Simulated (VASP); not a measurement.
A run of VASP 6.6.1 is set up as follows.

INCAR

```
ALGO = Normal
EDIFF = 1E-6
ENCUT = 500
GGA = PS
GGA_COMPAT = False
ISIF = 2
ISMEAR = -1
LASPH = True
LCHARG = True
LELF = True
LREAL = False
LVHAR = True
LWAVE = False
NBANDS = 8
NELM = 120
PREC = Accurate
SIGMA = 0.1
```

KPOINTS

```
k-points
0
Gamma
  15 15 15
```

The input POSCAR:

```
P
1.0
    2.3837933000      0.0000000000      0.0000000000
    0.0000000000      2.3837933000      0.0000000000
    0.0000000000      0.0000000000      2.3837933000
P
1
Direct
    0.0000000000      0.0000000000      0.0000000000
```

Potentials or basis: VASP PAW PBE potentials, release 64 (P).

Command:

```bash
$ cat potpaw_PBE.64/P/POTCAR > POTCAR
$ mpirun -np 1 vasp_std > vasp.out
```

What does it give for the pressure?

7.0 GPa.

Caveat: the PAW data sets were made with another functional, which shifts forces and pressure a little.
